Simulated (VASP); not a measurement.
# Re (P2_1/m) in VASP: notebook

The runs below take Re through single point, with PBE.

Everything below comes from runs of VASP 6.6.1. Logs are shortened: lines on timing, memory, paths and dates and some standing lists are left out, and cuts for length are marked.

## Step 1: The cell of the first run

The typed cell holds 2 atoms: a = 2.765 Å, b = 2.765 Å, c = 4.474 Å, α = 90.00°, β = 90.00°, γ = 120.00°.

## Step 2: Single point, PBE

File INCAR:

```
  ALGO = Normal
  EDIFF = 1E-6
  ENCUT = 520
  GGA = PE
  ISIF = 2
  ISMEAR = -1
  LASPH = T
  LCHARG = F
  LREAL = F
  LWAVE = F
  NBANDS = 14
  NELM = 60
  PREC = Accurate
  SIGMA = 0.05
```

File KPOINTS:

```
k-points
0
Gamma
  9 9 5
```

File POSCAR:

```
Re
1.0
    2.7653363785      0.0000000000      0.0000000000
   -1.3826681893      2.3948515538      0.0000000000
    0.0000000000      0.0000000000      4.4735766300
Re
2
Direct
    0.2793125848      0.6252550383      0.2499999648
    0.7206874804      0.6247451946      0.7499998944
```

Potentials or basis: VASP PAW PBE potentials, release 64 (Re).

The run is started by

```sh
> cat potpaw_PBE.64/Re/POTCAR > POTCAR
> mpirun -np 1 vasp_std > vasp.out
```

OUTCAR:

```text
EDIFF = 1E-6
   ENCUT = 520
   GGA = PE
   ISIF = 2
   ISMEAR = -1
   LASPH = T
   LREAL = F
   NELM = 60
   PREC = Accurate

 ion  position               nearest neighbor table
   1  0.279  0.625  0.250-   2 2.55   2 2.55   2 2.72   2 2.72   2 3.28   2 3.28   2 3.28   2 3.28

   2  0.721  0.625  0.750-   1 2.55   1 2.55   1 2.72   1 2.72   1 3.28   1 3.28   1 3.28   1 3.28

  LATTYP: Found a hexagonal cell.
 ALAT       =     2.7653363785
 C/A-ratio  =     1.6177332583

  Lattice vectors:

 A1 = (   2.7653363785,   0.0000000000,   0.0000000000)
 A2 = (  -1.3826681893,   2.3948515538,   0.0000000000)
 A3 = (   0.0000000000,   0.0000000000,   4.4735766300)

Analysis of symmetry for initial positions (statically):
=====================================================================
 Subroutine PRICEL returns:
 Original cell was already a primitive cell.

 Routine SETGRP: Setting up the symmetry group for a
 hexagonal supercell.

 Subroutine GETGRP returns: Found  4 space group operations
 (whereof  1 operations were pure point group operations)
 out of a pool of 24 trial point group operations.

The static configuration has the point symmetry C_1 .
 The point group associated with its full space group is C_2h.

Analysis of symmetry for dynamics (positions and initial velocities):
=====================================================================
 Subroutine PRICEL returns:
 Original cell was already a primitive cell.

 Routine SETGRP: Setting up the symmetry group for a
 hexagonal supercell.

 Subroutine GETGRP returns: Found  4 space group operations
 (whereof  1 operations were pure point group operations)
 out of a pool of 24 trial point group operations.

The dynamic configuration has the point symmetry C_1 .
 The point group associated with its full space group is C_2h.

 Subroutine INISYM returns: Found  4 space group operations
 (whereof  1 operations are pure point group operations),
 and found     1 'primitive' translations

----------------------------------------------------------------------------------------

                                     Primitive cell

  volume of cell :      29.6266

  direct lattice vectors                    reciprocal lattice vectors
     2.765336378  0.000000000  0.000000000     0.361619660  0.208781208  0.000000000
    -1.382668189  2.394851554  0.000000000     0.000000000  0.417562416  0.000000000
     0.000000000  0.000000000  4.473576630     0.000000000  0.000000000  0.223534787

  length of vectors
     2.765336378  2.765336379  4.473576630     0.417562416  0.417562416  0.223534787

  position of ions in fractional coordinates (direct lattice)
     0.279312585  0.625255038  0.249999965
     0.720687480  0.624745195  0.749999894

  ion indices of the primitive-cell ions
   primitive index   ion index
                 1           1
                 2           2

----------------------------------------------------------------------------------------

 KPOINTS: k-points

Automatic generation of k-mesh.
 Grid dimensions read from file:
 generate k-points for:    9    9    5

 Generating k-lattice:

  Cartesian coordinates                     Fractional coordinates (reciprocal lattice)
     0.040179962  0.023197912  0.000000000     0.111111111 -0.000000000  0.000000000
     0.000000000  0.046395824  0.000000000     0.000000000  0.111111111  0.000000000
     0.000000000  0.000000000  0.044706957     0.000000000  0.000000000  0.200000000

  Length of vectors
     0.046395824  0.046395824  0.044706957

  Shift w.r.t. Gamma in fractional coordinates (k-lattice)
     0.000000000  0.000000000  0.000000000

 Subroutine IBZKPT returns following result:
 ===========================================

 Found    123 irreducible k-points:

 Following reciprocal coordinates:
            Coordinates               Weight
  0.000000  0.000000  0.000000      1.000000
  0.111111 -0.000000  0.000000      2.000000
  0.000000  0.111111  0.000000      2.000000
 -0.111111  0.111111  0.000000      2.000000
  0.222222 -0.000000  0.000000      2.000000
  0.000000  0.222222  0.000000      2.000000
[... 16 lines left out ...]
  0.333333  0.111111  0.000000      2.000000
 -0.111111  0.444444  0.000000      2.000000
 [... further k-points ...]
   k-points           NKPTS =    123   k-points in BZ     NKDIM =    123   number of bands    NBANDS=     14
   number of dos      NEDOS =    301   number of ions     NIONS =      2
   total plane-waves  NPLWV =  20736
   dimension x,y,z NGX =    24 NGY =   24 NGZ =   36
   dimension x,y,z NGXF=    48 NGYF=   48 NGZF=   72
   ions per type =               2
   NGX,Y,Z   is equivalent  to a cutoff of  14.43, 14.43, 13.38 a.u.
   NGXF,Y,Z  is equivalent  to a cutoff of  28.86, 28.86, 26.76 a.u.
 SYSTEM =  unknown system
   PREC   = accura    normal or accurate (medium, high low for compatibility)
   ISTART =      0    job   : 0-new  1-cont  2-samecut
   ICHARG =      2    charge: 1-file 2-atom 10-const
   ISPIN  =      1    spin polarized calculation?
   LNONCOLLINEAR =      F non collinear calculations
   LSORBIT =      F    spin-orbit coupling
   LASPH  =      T    aspherical Exc in radial PAW
   ENCUT  =  520.0 eV  38.22 Ry    6.18 a.u.   5.14  5.14  8.32*2*pi/ulx,y,z
   NELM   =     60;   NELMIN=  2; NELMDL= -5     # of ELM steps
   EDIFF  = 0.1E-05   stopping-criterion for ELM
   LREAL  =      F    real-space projection
   EDIFFG = 0.1E-04   stopping-criterion for IOM
   NSW    =      0    number of steps for IOM
   IBRION =     -1    ionic relax: 0-MD 1-quasi-New 2-CG
   NFREE  =      0    steps in history (QN), initial steepest desc. (CG)
   ISIF   =      2    stress and relaxation
   ISYM   =      2    0-nonsym 1-usesym 2-fastsym
   POTIM  = 0.5000    time-step for ionic-motion
   TEBEG  =    0.0;   TEEND  =   0.0 temperature during run
   PSTRESS=    0.0 pullay stress
   NELECT =      14.0000    total number of electrons
   NUPDOWN=      -1.0000    fix difference up-down
   EMIN   =  10.00;   EMAX   =-10.00  energy-range for DOS
   EFERMI =   0.00;   METHOD = LEGACY
   ISMEAR =    -1;   SIGMA  =   0.05  broadening in eV -4-tet -1-fermi 0-gaus
   EFERMI_NEDOS =   21; number of points for ismear=-14 and -15
   IALGO  =     38    algorithm
   IMIX   =      4    mixing-type and parameters
     AMIX     =   0.40;   BMIX     =  1.00
     AMIX_MAG =   1.60;   BMIX_MAG =  1.00
  volume/ion in A,a.u.               =      14.81        99.96
  Fermi-wavevector in a.u.,A,eV,Ry     =   1.275138  2.409661 22.122743  1.625976
  Thomas-Fermi vector in A             =   2.407867
   LORBIT       =      0    0 simple, 1 ext, 2 COOP (PROOUT), +10 PAW based schemes
   GGA     = PE    functional components
   LHFCALC =     F    Hartree Fock is set to
   AEXX    =    0.0000 exact exchange contribution
   IVDW    =     0    specifies the selected vdW correction
   LEPSILON=     F    determine dielectric tensor
   LRPA    =     F    only Hartree local field effects (RPA)
 non-spin polarized calculation
  energy-cutoff  :      520.00
  volume of cell :       29.63
 maximum number of plane-waves:       814
 NGX is ok and might be reduce to    24
   NGX = 11   NGY = 11   NGZ = 17

 number of electron      14.0000001 magnetization

 Free energy of the ion-electron system (eV)
  ---------------------------------------------------
  ext. energy  EPLUGINS =         0.00000000
  ---------------------------------------------------
  free energy    TOTEN  =       -24.02682900 eV

  energy without entropy =      -24.01158408  energy(sigma->0) =      -24.01920654

 E-fermi :   8.4998     XC(G=0): -13.6713

 val. band max:        8.4931987297   @ k =  -0.3333   0.3333   0.2000
 cond. band min:       8.5020705702   @ k =   0.3333  -0.0000   0.2000
 fundamental gap:      0.0088718406
 Fermi energy:         8.4998028921

 k-point     1 :       0.0000    0.0000    0.0000
  band No.  band energies     occupation
      1      -1.9869      2.00000
      2       1.3569      2.00000
      3       4.5508      2.00000
      4       5.9472      2.00000
      5       6.6965      2.00000
      6       7.1681      2.00000
      7       7.6926      2.00000
      8       7.7200      2.00000
      9       8.3901      1.79949
     10       8.5454      0.57342
     11      10.7665      0.00000
     12      13.0872      0.00000
     13      18.8399      0.00000
     14      21.6335      0.00000

 k-point     2 :       0.1111   -0.0000    0.0000
  band No.  band energies     occupation
      1      -1.4870      2.00000
      2       1.8788      2.00000
      3       4.7074      2.00000
      4       5.6416      2.00000
      5       6.3707      2.00000
      6       7.0240      2.00000
      7       7.4414      2.00000
      8       7.4976      2.00000
      9       8.0976      1.99936
     10       9.2648      0.00000
     11      10.3932      0.00000
     12      13.9888      0.00000
     13      18.3717      0.00000
     14      22.5554      0.00000

 k-point     3 :       0.0000    0.1111    0.0000
  band No.  band energies     occupation
      1      -1.5116      2.00000
      2       1.7181      2.00000
      3       4.5805      2.00000
      4       5.9352      2.00000
      5       6.3980      2.00000
      6       6.5817      2.00000
      7       6.9068      2.00000
      8       7.5432      2.00000
      9       8.1303      1.99877
     10      10.6374      0.00000
     11      11.0193      0.00000
     12      13.0257      0.00000
     13      18.7029      0.00000
     14      22.8712      0.00000
[... 324 lines left out ...]
 k-point    23 :       0.3333    0.1111    0.0000
  band No.  band energies     occupation
      1       2.4252      2.00000
      2       3.6595      2.00000
      3       3.7051      2.00000
      4       4.1873      2.00000
      5       4.7353      2.00000
      6       5.5101      2.00000
      7       8.0825      1.99953
      8       9.6140      0.00000
      9      10.2327      0.00000
     10      11.6119      0.00000
     11      12.3626      0.00000
     12      17.4776      0.00000
     13      17.6152      0.00000
     14      20.6550      0.00000

 k-point    24 :      -0.1111    0.4444    0.0000
  band No.  band energies     occupation
      1       1.3862      2.00000
      2       2.0107      2.00000
      3       2.4707      2.00000
      4       5.3498      2.00000
      5       5.7451      2.00000
      6       7.8507      2.00000
      7       8.6034      0.22387
      8      10.0692      0.00000
      9      11.0008      0.00000
     10      11.8361      0.00000
     11      12.3880      0.00000
     12      16.9973      0.00000
     13      17.0141      0.00000
     14      18.0417      0.00000

 [... further k-points ...]
[... 5 lines left out ...]
  --------------------------------------------------------------------------------------
  -------------------------------------------------------------------------------------
  Total        4.8569278     -1.6552708      3.6875252      0.0099301      0.0000000      0.0000000
  in kB      262.6580901    -89.5154893    199.4178952      0.5370112      0.0000000      0.0000000
  external PRESSURE =     124.1868320 kB  Pullay stress =       0.0000000 kB

 VOLUME and BASIS-vectors are now :
 -----------------------------------------------------------------------------
  energy-cutoff  :      520.00
  volume of cell :       29.63
      direct lattice vectors                 reciprocal lattice vectors
     2.765336378  0.000000000  0.000000000     0.361619660  0.208781208  0.000000000
    -1.382668189  2.394851554  0.000000000     0.000000000  0.417562416  0.000000000
     0.000000000  0.000000000  4.473576630     0.000000000  0.000000000  0.223534787

 POSITION                                       TOTAL-FORCE (eV/Angst)
 -----------------------------------------------------------------------------------
     -0.09213      1.49739      1.11839         0.050045      0.017989      0.000000
      1.12913      1.49617      3.35518        -0.050045     -0.017989      0.000000
 -----------------------------------------------------------------------------------
    total drift:                                0.000000      0.000000      0.000014

  FREE ENERGIE OF THE ION-ELECTRON SYSTEM (eV)
  ---------------------------------------------------
  free  energy   TOTEN  =       -24.0268289965 eV

  energy  without entropy=      -24.0115840825  energy(sigma->0) =      -24.01920654
```

Run time: 23 s. Hardware: 1 thread of Intel Xeon Platinum 8488C (Sapphire Rapids), shared host; peak memory 0.18 GiB.

What came out:

| Property | Result |
| --- | --- |
| Free energy | -24.0268 eV |
| Pressure | 12.4 GPa |
| Largest force | 0.053 eV/Å |
| Band gap on the k mesh | zero (band 7 reaches 10.66 eV, above the bottom of band 8 at 6.99 eV) |

Forces in eV/Å, atoms in the order of the input:
```
Re   0.050  0.018  0.000
Re  -0.050 -0.018  0.000
```

Caveat: spin-orbit coupling is left out, which moves the levels of the heavy elements.

## Step 3: Single point, PBE

File INCAR:

```
  PREC = Accurate
  ENCUT = 520
  EDIFF = 1E-7
  ISMEAR = -1
  SIGMA = 0.05
  LREAL = False
  LASPH = True
  NELM = 80
  ALGO = Normal
  ISIF = 2
  LWAVE = False
  LCHARG = True
  GGA = PE
  LELF = True
  LVHAR = True
  NBANDS = 14
```

File KPOINTS:

```
Automatic mesh
0
Gamma
  9 9 5
```

File POSCAR:

```
Re
1.0
    2.7653363785      0.0000000000      0.0000000000
   -1.3826681893      2.3948515538      0.0000000000
    0.0000000000      0.0000000000      4.4735766300
Re
2
Direct
    0.2736278296      0.6476702063      0.2499999648
    0.7263723163      1.1023301197      0.7499998944
```

Potentials or basis: VASP PAW PBE potentials, release 64 (Re).

The run is started by

```sh
> cat potpaw_PBE.64/Re/POTCAR > POTCAR
> mpirun -np 1 vasp_std > vasp.out
```

It took 27 s on 1 thread of Intel Xeon Platinum 8488C (Sapphire Rapids), shared host; peak memory 0.18 GiB.

It converged, with:

```yaml
Free_energy: -24.0244 eV
Pressure: 11.9 GPa
Largest_force: 0.121 eV/Å
Band_gap_on_the_k_mesh: zero (band 7 reaches 10.63 eV, above the bottom of band 8 at 6.99 eV)
```

Forces in eV/Å, atoms in the order of the input:
```
Re   0.107  0.056  0.000
Re  -0.107 -0.056  0.000
```

Stress tensor (GPa, compression positive):
```
-1.12 15.78  0.00
15.78 16.75  0.00
 0.00  0.00 20.08
```

Levels at points of the mesh, in eV from the Fermi level:
```tsv
k point	band 5	band 6	band 7	band 8	band 9	band 10
(0.00, 0.00, 0.00)	-1.86	-1.34	-0.79	-0.74	-0.13	0.06
```

Caveat: spin-orbit coupling is left out, which moves the levels of the heavy elements.
